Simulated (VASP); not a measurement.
A run of VASP 6.6.1 is set up as follows.

Contents of INCAR:

```
SYSTEM = TiSi2
  PREC = Accurate
  ENCUT = 520
  EDIFF = 1E-6
  ISMEAR = -1
  SIGMA = 0.05
  LREAL = .FALSE.
  LASPH = .TRUE.
  NELM = 60
  ALGO = Normal
  ISIF = 2
  LWAVE = .FALSE.
  LCHARG = .TRUE.
  GGA = PS
  LELF = .TRUE.
  LVHAR = .TRUE.
  NBANDS = 17
```

Contents of KPOINTS:

```
Automatic mesh
0
G
  6 6 8
  0 0 0
```

Contents of POSCAR:

```
TiSi2
1.0
    4.3161156445      0.0000000000      0.0000000000
   -2.1580578223      3.7378657938      0.0000000000
    0.0000000000      0.0000000000      2.5433918915
Ti Si
1 2
Direct
    0.0000000000      0.0000000000      0.0000000000
    0.3333333333      0.6666666667      0.5000000000
    0.6666666667      0.3333333333      0.5000000000
```

Potentials or basis: VASP PAW PBE potentials, release 64 (Ti_sv, Si).

Run with:

```bash
$ cat potpaw_PBE.64/Ti_sv/POTCAR potpaw_PBE.64/Si/POTCAR > POTCAR
$ mpirun -np 1 vasp_std > vasp.out
```

(1) Estimate the band gap on the k mesh.

(2) Estimate the pressure.

## Answers

(1) zero (bands 10 and 11 overlap by 3.07 eV).

(2) 0.1 GPa.

Caveat: the PAW data sets were made with another functional, which shifts forces and pressure a little.
